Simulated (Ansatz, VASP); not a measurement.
# Au: VASP beside Ansatz

```
Au
1.0
     2.04550   -2.04550    0.00000
     2.04550    0.00000   -2.04550
     8.47068    8.47068    8.47068
Au
6
Direct
  0.66667 0.66667 0.08048
  0.00000 0.00000 0.88541
  0.33333 0.33333 0.24146
  0.66667 0.66667 0.56344
  0.00000 0.00000 0.40245
  0.33333 0.33333 0.72442
```

Alike in both runs: task single point; functional PBEsol; k mesh 18 × 18 × 4; occupations gaussian, width 0.15 eV; no spin polarisation.

|  | VASP | Ansatz |
| --- | --- | --- |
| version | VASP 6.6.1 | Ansatz 0.2.0 |
| potentials or method | VASP PAW PBE potentials, release 64 (Au), cutoff 520 eV | scalar-relativistic, plane waves, PAW |
| valence electrons in the cell | 66 | 114 |

```csv
,VASP,Ansatz,Ansatz less VASP
gap on the k mesh at the Fermi level (eV),none,none,-
pressure (GPa),-4.2,-3.9,+0.25
"traceless stress, the component that is largest in VASP (GPa)",-0.13,-0.13,+0.003
rms of the force components (eV/Å),0.219,0.222,+0.0030
```

VASP's potentials were made for PBE, not for PBEsol. Atom by atom the forces differ by 0.003 eV/Å (rms over components). A gap of «none» marks a metal or a gap that the smearing closes. The functional is the same, so the differences come from potentials, cutoffs and numerics. VASP's potentials hold 66 valence electrons a cell and Ansatz's 114, so a difference there can come from the potentials and not from the codes.

Spin-orbit coupling is off throughout.
